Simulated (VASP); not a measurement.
Wanted: the native input for a VASP 6.6.1 run.

- Task: single point
- Functional: PBE
- Potentials or basis: VASP PAW PBE potentials, release 64 (Cs_sv, Br)
- Cutoff: 500 eV
- k mesh: 6 × 6 × 6
- Occupations: fermi-dirac, width 0.03 eV
- Spin: no spin polarisation
- Dipole correction: no
- Further INCAR settings: ALGO = Normal; EDIFF = 1e-06; NBANDS = 15

The structure of CsBr lies in POSCAR:

```
CsBr
1.0
    4.3214230940      0.0000000000      0.0000000000
    0.0000000000      4.3214230940      0.0000000000
    0.0000000000      0.0000000000      4.3214230940
Cs Br
1 1
Direct
    0.0000000000      0.0000000000      0.0000000000
    0.5000000000      0.5000000000      0.5000000000
```

This cell differs from its parent crystal: volume scaled by 1.025.

One way to write it, as run:

INCAR

```
SYSTEM = CsBr
  PREC = Accurate
  ENCUT = 500
  EDIFF = 1E-6
  ISMEAR = -1
  SIGMA = 0.03
  LREAL = .False.
  LASPH = .True.
  NELM = 120
  ALGO = Normal
  ISIF = 2
  LWAVE = .False.
  LCHARG = .True.
  GGA = PE
  LELF = .True.
  LVHAR = .True.
  NBANDS = 15
  GGA_COMPAT = .False.
```

KPOINTS

```
Automatic mesh
0
Gamma
  6 6 6
  0 0 0
```

Potentials or basis: VASP PAW PBE potentials, release 64 (Cs_sv, Br).

Launch:

```console
$ cat potpaw_PBE.64/Cs_sv/POTCAR potpaw_PBE.64/Br/POTCAR > POTCAR
$ mpirun -np 1 vasp_std > vasp.out
```

It gave:

```yaml
Pressure: 0.7 GPa
Band_gap_on_the_k_mesh: 4.42 eV, indirect (least direct gap 4.43 eV)
```

Caveat: spin-orbit coupling is left out, which moves the levels of the heavy elements.

It used 7.5 s of CPU time on 1 thread of Intel(R) Xeon(R) 6975P-C (Granite Rapids) (shared host).
